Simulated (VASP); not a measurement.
# Fe4Si (P-6m2) in VASP: a series of runs

The runs below take Fe4Si through single point, relaxation of cell and atoms, with PBE.

All numbers are computed with VASP 6.6.1; they aren't measurements. Logs are shortened: lines on timing, memory, paths and dates and some standing lists are left out, and cuts for length are marked.

## 1. The cell of the first run

The structure is hexagonal, space group P-6m2 (No. 187). The conventional cell has a = 3.920 Å, b = 3.920 Å, c = 4.783 Å, α = 90.00°, β = 90.00°, γ = 120.00°. Fe (site symmetry -6m2) has 3 Si at 2.26 Å and 8 Fe at 2.39 to 2.57 Å within 3.0 Å. Fe (site symmetry 3m) has 8 Fe at 2.34 to 2.57 Å and 3 Si at 2.57 Å within 3.1 Å. Fe (site symmetry -6m2) has 8 Fe at 2.39 to 2.55 Å within 3.2 Å. Si (site symmetry -6m2) has 9 Fe at 2.26 to 2.57 Å within 3.0 Å.

## 2. Single point, PBE, collinear spin, ferromagnetic start

File INCAR:

```
ALGO = Normal
EDIFF = 1E-6
ENCUT = 520
GGA = PE
ISIF = 2
ISMEAR = 0
ISPIN = 2
LASPH = T
LCHARG = F
LMAXMIX = 4
LORBIT = 11
LREAL = F
LWAVE = F
MAGMOM = 4 4 4 4 0
NBANDS = 30
NELM = 150
PREC = Accurate
SIGMA = 0.1
```

File KPOINTS:

```
k-points
0
Gamma
  6 6 4
```

File POSCAR:

```
Fe4Si
1.0
    3.9199765729      0.0000000000      0.0000000000
   -1.9599882865      3.3947992944      0.0000000000
    0.0000000000      0.0000000000      4.7830236425
Fe Si
4 1
Direct
    0.3333333333      0.6666666667      0.5000000000
    0.6666666667      0.3333333333      0.7554517609
    0.6666666667      0.3333333333      0.2445482391
    0.3333333333      0.6666666667      0.0000000000
    0.0000000000      0.0000000000      0.5000000000
```

Potentials or basis: VASP PAW PBE potentials, release 64 (Fe, Si).

Command:

```sh
cat potpaw_PBE.64/Fe/POTCAR potpaw_PBE.64/Si/POTCAR > POTCAR
mpirun -np 1 vasp_std > vasp.out
```

OUTCAR:

```text
EDIFF = 1E-6
   ENCUT = 520
   GGA = PE
   ISIF = 2
   ISMEAR = 0
   ISPIN = 2
   LASPH = T
   LORBIT = 11
   LREAL = F
   NELM = 150
   PREC = Accurate

 ion  position               nearest neighbor table
   1  0.333  0.667  0.500-   5 2.26   5 2.26   5 2.26   4 2.39   4 2.39   2 2.57   3 2.57   2 2.57
                             3 2.57   2 2.57   3 2.57
   2  0.667  0.333  0.755-   3 2.34   3 2.44   4 2.55   4 2.55   4 2.55   1 2.57   1 2.57   5 2.57
                             5 2.57   5 2.57   1 2.57
   3  0.667  0.333  0.245-   2 2.34   2 2.44   4 2.55   4 2.55   4 2.55   1 2.57   1 2.57   5 2.57
                             5 2.57   5 2.57   1 2.57
   4  0.333  0.667  0.000-   1 2.39   1 2.39   2 2.55   3 2.55   2 2.55   3 2.55   3 2.55   2 2.55

   5  0.000  0.000  0.500-   1 2.26   1 2.26   1 2.26   3 2.57   2 2.57   3 2.57   2 2.57   3 2.57
                             2 2.57

  LATTYP: Found a hexagonal cell.
 ALAT       =     3.9199765729
 C/A-ratio  =     1.2201663846

  Lattice vectors:

 A1 = (   3.9199765729,   0.0000000000,   0.0000000000)
 A2 = (  -1.9599882865,   3.3947992944,   0.0000000000)
 A3 = (   0.0000000000,   0.0000000000,   4.7830236425)

Analysis of symmetry for initial positions (statically):
=====================================================================
 Subroutine PRICEL returns:
 Original cell was already a primitive cell.

 Routine SETGRP: Setting up the symmetry group for a
 hexagonal supercell.

 Subroutine GETGRP returns: Found 12 space group operations
 (whereof 12 operations were pure point group operations)
 out of a pool of 24 trial point group operations.

The static configuration has the point symmetry D_3h.

Analysis of symmetry for dynamics (positions and initial velocities):
=====================================================================
 Subroutine PRICEL returns:
 Original cell was already a primitive cell.

 Routine SETGRP: Setting up the symmetry group for a
 hexagonal supercell.

 Subroutine GETGRP returns: Found 12 space group operations
 (whereof 12 operations were pure point group operations)
 out of a pool of 24 trial point group operations.

The dynamic configuration has the point symmetry D_3h.

Analysis of structural, dynamic, and magnetic symmetry:
=====================================================================
 Subroutine PRICEL returns:
 Original cell was already a primitive cell.

 Routine SETGRP: Setting up the symmetry group for a
 hexagonal supercell.

 Subroutine GETGRP returns: Found 12 space group operations
 (whereof 12 operations were pure point group operations)
 out of a pool of 24 trial point group operations.

The overall configuration has the point symmetry D_3h.

 Subroutine INISYM returns: Found 12 space group operations
 (whereof 12 operations are pure point group operations),
 and found     1 'primitive' translations

----------------------------------------------------------------------------------------

                                     Primitive cell

  volume of cell :      63.6502

  direct lattice vectors                    reciprocal lattice vectors
     3.919976573  0.000000000  0.000000000     0.255103565  0.147284112  0.000000000
    -1.959988287  3.394799294  0.000000000     0.000000000  0.294568224  0.000000000
     0.000000000  0.000000000  4.783023642     0.000000000  0.000000000  0.209072770

  length of vectors
     3.919976573  3.919976573  4.783023642     0.294568224  0.294568224  0.209072770

  position of ions in fractional coordinates (direct lattice)
     0.333333333  0.666666667  0.500000000
     0.666666667  0.333333333  0.755451761
     0.666666667  0.333333333  0.244548239
     0.333333333  0.666666667  0.000000000
     0.000000000  0.000000000  0.500000000

  ion indices of the primitive-cell ions
   primitive index   ion index
                 1           1
                 2           2
                 3           3
[... 26 lines left out ...]

 Found     21 irreducible k-points:

 Following reciprocal coordinates:
            Coordinates               Weight
  0.000000  0.000000  0.000000      1.000000
  0.166667 -0.000000  0.000000      6.000000
  0.333333 -0.000000  0.000000      6.000000
  0.500000  0.000000  0.000000      3.000000
  0.166667  0.166667  0.000000      6.000000
  0.333333  0.166667  0.000000     12.000000
[... 13 lines left out ...]
  0.333333  0.166667  0.500000     12.000000
  0.333333  0.333333  0.500000      2.000000
   k-points           NKPTS =     21   k-points in BZ     NKDIM =     21   number of bands    NBANDS=     30
   number of dos      NEDOS =    301   number of ions     NIONS =      5
   total plane-waves  NPLWV =  32400
   dimension x,y,z NGX =    30 NGY =   30 NGZ =   36
   dimension x,y,z NGXF=    60 NGYF=   60 NGZF=   72
   ions per type =               4   1
   NGX,Y,Z   is equivalent  to a cutoff of  12.72, 12.72, 12.51 a.u.
[... 20 lines left out ...]
   TEBEG  =    0.0;   TEEND  =   0.0 temperature during run
   PSTRESS=    0.0 pullay stress
   NELECT =      36.0000    total number of electrons
   NUPDOWN=      -1.0000    fix difference up-down
   EMIN   =  10.00;   EMAX   =-10.00  energy-range for DOS
   EFERMI =   0.00;   METHOD = LEGACY
   ISMEAR =     0;   SIGMA  =   0.10  broadening in eV -4-tet -1-fermi 0-gaus
   EFERMI_NEDOS =   21; number of points for ismear=-14 and -15
   IALGO  =     38    algorithm
   IMIX   =      4    mixing-type and parameters
     AMIX     =   0.40;   BMIX     =  1.00
     AMIX_MAG =   1.60;   BMIX_MAG =  1.00
  volume/ion in A,a.u.               =      12.73        85.91
  Fermi-wavevector in a.u.,A,eV,Ry     =   1.353866  2.558435 24.938836  1.832953
  Thomas-Fermi vector in A             =   2.481085
   LORBIT       =     11    0 simple, 1 ext, 2 COOP (PROOUT), +10 PAW based schemes
   GGA     = PE    functional components
   LHFCALC =     F    Hartree Fock is set to
   AEXX    =    0.0000 exact exchange contribution
   IVDW    =     0    specifies the selected vdW correction
   LEPSILON=     F    determine dielectric tensor
   LRPA    =     F    only Hartree local field effects (RPA)
 spin polarized calculation
 Gauss-broadening in eV      SIGMA  =   0.10
  energy-cutoff  :      520.00
  volume of cell :       63.65
 maximum number of plane-waves:      1751
 NGX is ok and might be reduce to    30
   NGX = 15   NGY = 15   NGZ = 17

 number of electron      36.0000000 magnetization      16.0000000

 number of electron      35.9999985 magnetization       8.3622848

 Free energy of the ion-electron system (eV)
  ---------------------------------------------------
  ext. energy  EPLUGINS =         0.00000000
  ---------------------------------------------------
  free energy    TOTEN  =       -37.98152875 eV

  energy without entropy =      -37.96605220  energy(sigma->0) =      -37.97379047

 E-fermi :   6.1012     XC(G=0): -12.1842

 val. band max:        6.0951365880   @ k =   0.5000   0.0000   0.2500
 cond. band min:       6.1763451069   @ k =   0.1667  -0.0000   0.2500
 fundamental gap:      0.0812085189
 Fermi energy:         6.1011778406

 spin component 1

 k-point     1 :       0.0000    0.0000    0.0000
  band No.  band energies     occupation
      1      -4.4062      1.00000
      2       1.4387      1.00000
      3       1.4387      1.00000
      4       1.9079      1.00000
      5       2.1014      1.00000
      6       2.1842      1.00000
[... 682 lines left out ...]
     29      15.4016      0.00000
     30      16.3779      0.00000
 Fermi energy:         6.1011778406

 spin component 2

 k-point     1 :       0.0000    0.0000    0.0000
  band No.  band energies     occupation
      1      -4.3788      1.00000
      2       2.3979      1.00000
      3       2.3979      1.00000
      4       2.4227      1.00000
      5       2.6810      1.00000
      6       3.4476      1.00000
[... 682 lines left out ...]
     29      15.9143      0.00000
     30      16.5740      0.00000

------------------------ aborting loop because EDIFF is reached ----------------------------------------

  FORCE on cell =-STRESS in cart. coord.  units (eV):
  Direction    XX          YY          ZZ          XY          YZ          ZX
  --------------------------------------------------------------------------------------
  -------------------------------------------------------------------------------------
  Total        0.0354861      0.0354861     -0.0987060     -0.0000000     -0.0000000      0.0000000
  in kB        0.8932418      0.8932418     -2.4845871     -0.0000000     -0.0000000      0.0000000
  external PRESSURE =      -0.2327012 kB  Pullay stress =       0.0000000 kB

 VOLUME and BASIS-vectors are now :
 -----------------------------------------------------------------------------
  energy-cutoff  :      520.00
  volume of cell :       63.65
      direct lattice vectors                 reciprocal lattice vectors
     3.919976573  0.000000000  0.000000000     0.255103565  0.147284112  0.000000000
    -1.959988287  3.394799294  0.000000000     0.000000000  0.294568224  0.000000000
     0.000000000  0.000000000  4.783023642     0.000000000  0.000000000  0.209072770

 POSITION                                       TOTAL-FORCE (eV/Angst)
 -----------------------------------------------------------------------------------
     -0.00000      2.26320      2.39151        -0.000000     -0.000000      0.000000
      1.95999      1.13160      3.61334        -0.000000     -0.000000      0.023164
      1.95999      1.13160      1.16968        -0.000000      0.000000     -0.023164
     -0.00000      2.26320      0.00000         0.000000     -0.000000      0.000000
      0.00000      0.00000      2.39151        -0.000000     -0.000000      0.000000
 -----------------------------------------------------------------------------------
    total drift:                               -0.000001      0.000000      0.000000

  FREE ENERGIE OF THE ION-ELECTRON SYSTEM (eV)
  ---------------------------------------------------
  free  energy   TOTEN  =       -37.9815287481 eV

  energy  without entropy=      -37.9660521993  energy(sigma->0) =      -37.97379047

 total charge

# of ion       s       p       d       tot
------------------------------------------
    1        0.510   0.665   6.468   7.643
    2        0.465   0.515   6.269   7.249
    3        0.465   0.515   6.269   7.249
    4        0.479   0.423   6.161   7.062
    5        0.751   0.884   0.000   1.635
--------------------------------------------------
tot          2.670   3.002  25.168  30.839

 magnetization (x)

# of ion       s       p       d       tot
------------------------------------------
    1       -0.014  -0.052   1.510   1.444
    2       -0.014  -0.036   2.223   2.173
    3       -0.014  -0.036   2.223   2.173
    4       -0.005  -0.041   2.692   2.646
    5       -0.007  -0.063   0.000  -0.070
--------------------------------------------------
tot         -0.055  -0.228   8.649   8.367
```

Run time: 65 s. Hardware: 1 thread of Intel Xeon 6975P-C (Granite Rapids), shared host; peak memory 0.22 GiB.

Results:

```
Free energy                                           : -37.9815 eV
Pressure                                              : 0.0 GPa
Largest force                                         : 0.023 eV/Å
Net moment                                            : 8.36 μB per cell
Site moments                                          : Fe +1.44, +2.17, +2.65; Si -0.07 μB
Valence electrons inside the program's atomic spheres : Fe 7.64, 7.25, 7.06; Si 1.64
```

Forces in eV/Å, atoms in the order of the input:
```
Fe   0.000  0.000  0.000
Fe   0.000  0.000  0.023
Fe   0.000  0.000 -0.023
Fe   0.000  0.000  0.000
Si   0.000  0.000  0.000
```

## 3. Single point, PBE, collinear spin, ferromagnetic start

This run uses another cell than the first one, of 13.36 Å³/atom, 1.050 times its volume.

File INCAR:

```
ALGO = Normal
EDIFF = 1E-7
ENCUT = 520
GGA = PE
ISIF = 2
ISMEAR = 0
ISPIN = 2
LASPH = True
LCHARG = False
LMAXMIX = 4
LORBIT = 11
LREAL = False
LWAVE = False
MAGMOM = 4 4 4 4 0
NBANDS = 30
NELM = 150
PREC = Accurate
SIGMA = 0.1
```

KPOINTS is that of step 2.

File POSCAR:

```
Fe4Si
1.0
    3.3485754600      0.0000000000      0.0000000000
   -1.6742877300      2.8999514100      0.0000000000
    0.0000000000      0.0000000000      6.8812692100
Fe Si
4 1
Direct
    0.3333333300      0.6666666700      0.5000000000
    0.6666666700      0.3333333300      0.8051996500
    0.6666666700      0.3333333300      0.1948003500
    0.3333333300      0.6666666700      0.0000000000
    0.0000000000      0.0000000000      0.5000000000
```

Potentials or basis: VASP PAW PBE potentials, release 64 (Fe, Si).

Command:

```sh
cat potpaw_PBE.64/Fe/POTCAR potpaw_PBE.64/Si/POTCAR > POTCAR
mpirun -np 1 vasp_std > vasp.out
```

Wall time 1.9 min (1 thread of Intel Xeon 6975P-C (Granite Rapids), shared host); peak memory 0.25 GiB.

Results (log left out):

| Item | Value |
| --- | --- |
| Free energy | -33.7873 eV |
| Pressure | 17.3 GPa |
| Largest force | 1.802 eV/Å |
| Net moment | 8.56 μB per cell |
| Site moments | Fe +0.62, +2.71, +2.53; Si -0.04 μB |
| Valence electrons inside the program's atomic spheres | Fe 8.14, 6.98, 7.24; Si 1.90 |

Forces in eV/Å, atoms in the order of the input:
```
Fe   0.000  0.000  0.000
Fe   0.000  0.000 -1.802
Fe   0.000  0.000  1.802
Fe   0.000  0.000  0.000
Si   0.000  0.000  0.000
```

Stress tensor (GPa, compression positive):
```
 31.88   0.00   0.00
  0.00  31.88   0.00
  0.00   0.00 -11.81
```

Levels at points of the mesh, in eV from the Fermi level:
Spin up:
| k point | band 19 | band 20 | band 21 | band 22 | band 23 | band 24 | band 25 | band 26 |
| --- | --- | --- | --- | --- | --- | --- | --- | --- |
| (0.00, 0.00, 0.00) | -0.67 | -0.67 | -0.57 | -0.22 | -0.22 | 3.98 | 7.26 | 7.26 |
| (0.50, 0.00, 0.00) | -1.00 | -0.94 | -0.90 | -0.22 | 0.16 | 0.46 | 2.13 | 2.53 |
| (0.00, 0.00, 0.50) | -0.60 | -0.46 | -0.46 | -0.17 | -0.17 | 2.20 | 7.28 | 7.28 |
| (0.50, 0.00, 0.50) | -1.12 | -0.82 | -0.73 | -0.41 | -0.31 | 0.46 | 2.61 | 4.44 |
Spin down:
| k point | band 11 | band 12 | band 13 | band 14 | band 15 | band 16 | band 17 | band 18 |
| --- | --- | --- | --- | --- | --- | --- | --- | --- |
| (0.00, 0.00, 0.00) | -0.51 | -0.51 | -0.08 | -0.08 | 0.01 | 0.14 | 0.99 | 0.99 |
| (0.50, 0.00, 0.00) | -0.89 | -0.70 | -0.56 | -0.47 | -0.12 | 0.56 | 1.00 | 1.21 |
| (0.00, 0.00, 0.50) | -0.83 | -0.75 | -0.75 | 0.27 | 0.27 | 0.52 | 0.66 | 0.66 |
| (0.50, 0.00, 0.50) | -0.87 | -0.73 | -0.31 | -0.29 | 0.03 | 0.43 | 0.83 | 0.99 |

Caveat: the k points lie up to 0.36 Å⁻¹ apart; forces of over 1 eV/Å act on the atoms, so gaps and moduli don't describe the material at rest.

## 4. Relaxation of cell and atoms, PBE, collinear spin, ferromagnetic start

This run uses another cell than the first one, of 13.36 Å³/atom, 1.050 times its volume.

File INCAR:

```
  PREC = Accurate
  ENCUT = 600
  EDIFF = 1E-7
  ISMEAR = 0
  SIGMA = 0.1
  LREAL = F
  LASPH = T
  NELM = 150
  ALGO = Normal
  ISIF = 3
  LWAVE = F
  LCHARG = F
  ISPIN = 2
  MAGMOM = 4 4 4 4 0
  LORBIT = 11
  LMAXMIX = 4
  GGA = PE
  IBRION = 2
  NSW = 90
  EDIFFG = -0.04
```

File KPOINTS:

```
regular mesh
0
Gamma
  6 6 4
```

POSCAR is that of step 3.

Command:

```sh
cat potpaw_PBE.64/Fe/POTCAR potpaw_PBE.64/Si/POTCAR > POTCAR
mpirun -np 1 vasp_std > vasp.out
```

It took 16 min on 1 thread of Intel Xeon 6975P-C (Granite Rapids), shared host; peak memory 0.28 GiB.

Results (log left out):

* Free energy: -37.9783 eV
* Relaxed volume: 12.71 Å³/atom
* Relaxed cell: a = 3.918 Å, b = 3.918 Å, c = 4.781 Å, α = 90.00°, β = 90.00°, γ = 120.00°
* Space group after relaxing (to 0.05 Å): P-6m2 (No. 187)
* Energy gained by relaxing: 838.4 meV/atom
* Ionic steps: 15
* Pressure after relaxing: 0.1 GPa
* Largest force after relaxing: 0.017 eV/Å
* Net moment: 8.35 μB per cell
* Site moments: Fe +1.44, +2.17, +2.64; Si -0.07 μB
* Valence electrons inside the program's atomic spheres: Fe 7.65, 7.25, 7.07; Si 1.64

Forces on the atoms (eV/Å):
```
Fe   0.000  0.000  0.000
Fe   0.000  0.000 -0.017
Fe   0.000  0.000  0.017
Fe   0.000  0.000  0.000
Si   0.000  0.000  0.000
```

Stress tensor (GPa, compression positive):
```
 0.15  0.00  0.00
 0.00  0.15  0.00
 0.00  0.00 -0.03
```

The path:
```tsv
step	energy change (eV)	largest force (eV/Å)	pressure (GPa)	volume (Å³)
1	0.0000	1.8023	17.27	66.82
2	-1.3968	0.8167	-13.56	80.98
3	-1.4297	0.8940	-10.17	78.31
4	-2.5516	1.2248	-8.34	71.84
5	0.9579	1.5572	75.17	49.81
6	-2.8722	2.0602	-5.08	68.32
7	-3.7605	2.6733	12.74	59.41
8	-3.7965	2.6184	8.55	60.85
9	-3.9657	0.1390	7.30	61.15
10	-4.0469	1.1860	6.95	61.08
11	-4.1848	0.3280	-1.21	64.01
12	-4.1848	0.3309	-1.20	63.99
13	-4.1912	0.1099	0.12	63.53
14	-4.1913	0.0664	0.38	63.44
15	-4.1920	0.0173	0.09	63.57
```

Final structure:
```yaml
crystal:
  lattice:
    - [3.91835, 0.00000, 0.00000]
    - [-1.95917, 3.39339, 0.00000]
    - [0.00000, 0.00000, 4.78100]
  atoms:
    - { symbol: Fe, position: [0.33333, 0.66667, 0.50000] }
    - { symbol: Fe, position: [0.66667, 0.33333, 0.75596] }
    - { symbol: Fe, position: [0.66667, 0.33333, 0.24404] }
    - { symbol: Fe, position: [0.33333, 0.66667, 0.00000] }
    - { symbol: Si, position: [0.00000, 0.00000, 0.50000] }
```

Levels at points of the mesh, in eV from the Fermi level:
Spin up:
```tsv
k point	band 18	band 19	band 20	band 21	band 22	band 23	band 24	band 25	band 26	band 27
(0.00, 0.00, 0.00)	-0.92	-0.92	-0.44	-0.44	1.32	1.68	4.10	4.10	4.58	4.58
(0.50, 0.00, 0.00)	-1.05	-0.81	-0.56	-0.34	-0.27	-0.27	0.70	1.30	4.11	4.16
(0.00, 0.00, 0.50)	-1.06	-0.76	-0.76	-0.65	-0.65	4.26	4.26	4.33	4.66	6.07
(0.50, 0.00, 0.50)	-1.17	-1.10	-1.08	-0.84	-0.55	-0.52	0.33	1.86	4.71	4.88
```
Spin down:
| k point | band 11 | band 12 | band 13 | band 14 | band 15 | band 16 | band 17 | band 18 |
| --- | --- | --- | --- | --- | --- | --- | --- | --- |
| (0.00, 0.00, 0.00) | -1.01 | -0.76 | -0.76 | 0.87 | 0.87 | 1.34 | 1.34 | 1.59 |
| (0.50, 0.00, 0.00) | -0.57 | -0.36 | -0.31 | -0.05 | 0.32 | 0.53 | 0.70 | 0.99 |
| (0.00, 0.00, 0.50) | -1.25 | -1.25 | 0.33 | 0.57 | 0.73 | 0.73 | 0.90 | 0.90 |
| (0.50, 0.00, 0.50) | -0.87 | -0.74 | -0.69 | -0.65 | -0.50 | 0.20 | 0.92 | 0.92 |

Caveat: the k points lie up to 0.33 Å⁻¹ apart in the final cell.

## 5. Overview

| task | cell | cutoff (eV) | gap on the mesh (eV) | pressure (GPa) | moment (μB) | largest force (eV/Å) |
| --- | --- | --- | --- | --- | --- | --- |
| single point | a = 3.920, b = 3.920, c = 4.783 Å, angles 90.0, 90.0, 120.0°, 5 atoms | 520 | none | 0.0 | 8.36 | 0.02 |
| single point | a = 3.349, b = 3.349, c = 6.881 Å, angles 90.0, 90.0, 120.0°, 5 atoms | 520 | none | 17.3 | 8.56 | 1.80 |
| relaxation of cell and atoms | relaxed from a = 3.349, b = 3.349, c = 6.881 Å, angles 90.0, 90.0, 120.0°, 5 atoms | 600 | none | 0.1 | 8.35 | 0.02 |

Alike in all rows: level PBE; potentials or basis VASP PAW PBE potentials, release 64 (Fe, Si); spin collinear, ferromagnetic start; k mesh 6 × 6 × 4; smearing gaussian 0.1 eV.

Caveats: some runs use coarse meshes; forces of over 1 eV/Å act on the atoms, so gaps and moduli don't describe the material at rest (some runs).

Absolute energies hang on the potentials; compare differences alone.
